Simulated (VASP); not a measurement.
Wanted: the native input for a VASP 6.6.1 run.

```
Task                   : single point
Functional             : PBE
Potentials or basis    : VASP PAW PBE potentials, release 64 (In_d, P)
Cutoff                 : 520 eV
k mesh                 : 6 × 6 × 4
Occupations            : methfessel-paxton, width 0.05 eV
Spin                   : no spin polarisation
Dipole correction      : no
Further INCAR settings : ALGO = Normal; EDIFF = 1e-07; NBANDS = 26
```

The structure of InP lies in POSCAR:

```
InP
1.0
    4.3931098464      0.0000000000      0.0000000000
   -2.1965549232      3.8045447286      0.0000000000
    0.0000000000      0.0000000000      5.9734964704
In P
2 2
Direct
    0.3333333333      0.6666666667      0.2500000000
    0.6666666667      0.3333333333      0.7500000000
    0.6666666667      0.3333333333      0.2500000000
    0.3333333333      0.6666666667      0.7500000000
```

One way to write it, as run:

INCAR

```
PREC = Accurate
ENCUT = 520
EDIFF = 1E-7
ISMEAR = 1
SIGMA = 0.05
LREAL = F
LASPH = T
NELM = 80
ALGO = Normal
ISIF = 2
LWAVE = F
LCHARG = T
GGA = PE
LELF = T
LVHAR = T
NBANDS = 26
```

KPOINTS

```
Automatic mesh
0
Gamma
  6 6 4
```

Potentials or basis: VASP PAW PBE potentials, release 64 (In_d, P).

Launch:

```bash
$ cat potpaw_PBE.64/In_d/POTCAR potpaw_PBE.64/P/POTCAR > POTCAR
$ mpirun -np 1 vasp_std > vasp.out
```

Results of the run:

```json
{"Pressure": "1.6 GPa", "Band gap on the k mesh": "zero (bands 18 and 19 overlap by 0.75 eV)"}
```

Caveat: semilocal functionals underestimate gaps, so a narrow gap can read as zero; spin-orbit coupling is left out, which moves the levels of the heavy elements.

It took 62 s on 1 thread of Intel(R) Xeon(R) Platinum 8259CL CPU @ 2.50GHz (Skylake/Cascade Lake) (shared host), peak memory 0.25 GiB.
